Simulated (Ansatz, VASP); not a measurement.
One calculation of BaS4, two programs

```xyz
5
Lattice="5.4953 0.0000 0.0000 0.0000 5.4953 0.0000 0.0000 0.0000 5.3184" Properties=species:S:1:pos:R:3 pbc="T T T"
Ba    0.0000    0.0000    0.0000
S     2.7477    0.0000    1.6657
S     0.0000    2.7477    3.6527
S     2.7477    0.0000    3.6527
S     0.0000    2.7477    1.6657
```

Change from the starting cell: ordered vacancies on the cation sites of fluorite (P4/mmm, No. 123).

Alike in both runs: functional PBE; k mesh 8 × 8 × 8; occupations gaussian, width 0.1 eV; no spin polarisation.

Ansatz relaxed the structure, and its values are those at the end. VASP's run is a single point on that final structure, the one shown.

|  | VASP | Ansatz |
| --- | --- | --- |
| version | VASP 6.6.1 | Ansatz 0.2.0 |
| potentials or method | VASP PAW PBE potentials, release 64 (Ba_sv, S), cutoff 520 eV | scalar-relativistic, plane waves, PAW |
| valence electrons in the cell | 34 | 34 |

|  | VASP | Ansatz | Ansatz less VASP |
| --- | --- | --- | --- |
| gap on the k mesh at the Fermi level (eV) | none | none | - |
| pressure (GPa) | 0.1 | 0.0 | -0.06 |
| rms of the force components (eV/Å) | 0.103 | 0.002 | -0.1014 |

A gap of «none» marks a metal or a gap that the smearing closes. The functional is the same, so the differences come from potentials, cutoffs and numerics.

Neither program's run includes spin-orbit coupling.
